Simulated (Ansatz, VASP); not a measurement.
**Two plane-wave programs on As**

The input INCAR:

```
SYSTEM = As
  ALGO = Normal
  EDIFF = 1E-6
  ENCUT = 500
  GGA = PE
  GGA_COMPAT = .FALSE.
  ISIF = 2
  ISMEAR = 0
  IVDW = 12
  LASPH = .TRUE.
  LCHARG = .FALSE.
  LREAL = .FALSE.
  LWAVE = .FALSE.
  NBANDS = 12
  NELM = 120
  PREC = Accurate
  SIGMA = 0.1
```

The input KPOINTS:

```
k-points
0
G
  6 6 6
  0 0 0
```

The input POSCAR:

```
As
1.0
    1.8797494575      1.0852738553      3.4857700000
   -1.8797494575      1.0852738553      3.4857700000
    0.0000000000     -2.1705477106      3.4857700000
As
2
Direct
    0.2275400000      0.2275400000      0.2275400000
    0.7724600000      0.7724600000      0.7724600000
```

Input for Ansatz:

```yaml
crystal:
  lattice:
    - [1.8797494575, 1.0852738553, 3.48577]
    - [-1.8797494575, 1.0852738553, 3.48577]
    - [0.0, -2.1705477106, 3.48577]
  atoms:
    - { symbol: As, position: [0.22754, 0.22754, 0.22754] }
    - { symbol: As, position: [0.77246, 0.77246, 0.77246] }
basis:
  ecutwfc: 420
kpoints:
  mp_grid: { grid: [6, 6, 6] }
hamiltonian:
  xc: pbe
  dispersion: d3bj
scf:
  occupations: { method: gaussian, width: 0.1 }
output:
  forces: true
  stress: true
  eigenvalues: true
```

Alike in both runs: task single point; functional PBE; dispersion D3(BJ); k mesh 6 × 6 × 6; occupations gaussian, width 0.1 eV; no spin polarisation.

|  | VASP | Ansatz |
| --- | --- | --- |
| version | VASP 6.6.1 | Ansatz 0.2.0 |
| potentials or method | VASP PAW PBE potentials, release 64 (As), cutoff 500 eV | scalar-relativistic, plane waves, PAW |
| valence electrons in the cell | 10 | 30 |

```csv
,VASP,Ansatz,Ansatz less VASP
gap on the k mesh at the Fermi level (eV),none,none,-
pressure (GPa),0.5,0.2,-0.31
"traceless stress, the component that is largest in VASP (GPa)",-1.15,-1.07,+0.078
rms of the force components (eV/Å),0.093,0.061,-0.0320
```

Atom by atom the forces differ by 0.032 eV/Å (rms over components). A gap of «none» marks a metal or a gap that the smearing closes. VASP's potentials hold 10 valence electrons a cell and Ansatz's 30, so a difference there can come from the potentials and not from the codes.
